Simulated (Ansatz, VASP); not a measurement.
**Mo: VASP beside Ansatz**

Contents of INCAR:

```
PREC = Accurate
ENCUT = 600
EDIFF = 1E-7
ISMEAR = 0
SIGMA = 0.1
LREAL = F
LASPH = T
NELM = 60
ALGO = Fast
ISIF = 3
LWAVE = F
LCHARG = F
GGA = PE
IBRION = 2
NSW = 100
EDIFFG = -0.01
```

Contents of KPOINTS:

```
regular mesh
0
Gamma
  24 24 22
```

The input POSCAR:

```
Mo
1.0
    2.7677183262      0.0000000000      0.0000000000
   -1.3838591631      2.3969143810      0.0000000000
    0.0000000000      0.0000000000      2.5274492579
Mo
1
Direct
    0.0000000000      0.0000000000      0.0000000000
```

Input for Ansatz:

```yaml
crystal:
  lattice:
    - [2.7677183262, 0.0, 0.0]
    - [-1.3838591631, 2.396914381, 0.0]
    - [0.0, 0.0, 2.5274492579]
  atoms:
    - { symbol: Mo, position: [0.0, 0.0, 0.0] }
basis:
  ecutwfc: 420
kpoints:
  mp_grid: { grid: [24, 24, 22] }
hamiltonian:
  xc: pbe
scf:
  occupations: { method: gaussian, width: 0.1 }
output:
  forces: true
  stress: true
  eigenvalues: true
relax:
  adjacent_minimum: "off"
  f_tol: 0.01
  max_steps: 80
  cell: { stress_tol: 0.05 }
```

Alike in both runs: task relaxation of cell and atoms; functional PBE; k mesh 24 × 24 × 22; occupations gaussian, width 0.1 eV; no spin polarisation.

|  | VASP | Ansatz |
| --- | --- | --- |
| version | VASP 6.6.1 | Ansatz 0.2.0 |
| potentials or method | VASP PAW PBE potentials, release 64 (Mo_sv), cutoff 600 eV | scalar-relativistic, plane waves, PAW |
| valence electrons in the cell | 14 | 14 |

```tsv
	VASP	Ansatz	Ansatz less VASP
gap on the k mesh at the Fermi level, each at its own relaxed structure (eV)	none	none	-
relaxed volume (Å³/atom)	16.84	16.80	-0.032
relaxed cell length with the largest relative difference (Å)	2.525	2.522	-0.0028
```

A gap of «none» marks a metal or a gap that the smearing closes.
